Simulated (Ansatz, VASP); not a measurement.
**Be4InCu: VASP beside Ansatz**

Contents of INCAR:

```
PREC = Accurate
ENCUT = 520
EDIFF = 1E-6
ISMEAR = 1
SIGMA = 0.15
LREAL = False
LASPH = True
NELM = 60
ALGO = Normal
ISIF = 2
LWAVE = False
LCHARG = True
GGA = PE
LELF = True
LVHAR = True
NBANDS = 25
```

The input KPOINTS:

```
regular mesh
0
Gamma
  6 6 6
```

POSCAR

```
Be4InCu
1.0
    0.0000000000      3.2950794197      3.2950794197
    3.2950794197      0.0000000000      3.2950794197
    3.2950794197      3.2950794197      0.0000000000
Be In Cu
4 1 1
Direct
    0.3763000000      0.3763000000      0.3763000000
    0.8711000000      0.3763000000      0.3763000000
    0.3763000000      0.3763000000      0.8711000000
    0.3763000000      0.8711000000      0.3763000000
    0.0000000000      0.0000000000      0.0000000000
    0.7500000000      0.7500000000      0.7500000000
```

Input for Ansatz:

```yaml
crystal:
  lattice:
    - [0.0, 3.2950794197413424, 3.2950794197413424]
    - [3.2950794197413424, 0.0, 3.2950794197413424]
    - [3.2950794197413424, 3.2950794197413424, 0.0]
  atoms:
    - { symbol: Be, position: [0.3763, 0.3763, 0.3763] }
    - { symbol: Be, position: [0.8711, 0.3763, 0.3763] }
    - { symbol: Be, position: [0.3763, 0.3763, 0.8711] }
    - { symbol: Be, position: [0.3763, 0.8711, 0.3763] }
    - { symbol: In, position: [0.0, 0.0, 0.0] }
    - { symbol: Cu, position: [0.75, 0.75, 0.75] }
basis:
  ecutwfc: 462.593566181796
kpoints:
  mp_grid:
    grid: [6, 6, 6]
hamiltonian:
  xc: pbe
scf:
  occupations:
    method: cold
    width: 0.15
output:
  stress: true
```

Alike in both runs: task single point; functional PBE; k mesh 6 × 6 × 6; no spin polarisation.

```csv
,VASP,Ansatz
version,VASP 6.6.1,Ansatz 0.2.0
potentials or method,"VASP PAW PBE potentials, release 64 (Be, In_d, Cu), cutoff 520 eV","plane waves, PAW"
occupations,"methfessel-paxton of order 1, width 0.15 eV","cold, width 0.15 eV"
valence electrons in the cell,32,40
```

Ansatz gave:

```
pressure (GPa) : -8.4
```

**Question.** Which values does VASP return?

**Answer.** Pressure (GPa): -8.3.

VASP's potentials hold 32 valence electrons a cell and Ansatz's 40, so a difference there can come from the potentials and not from the codes.
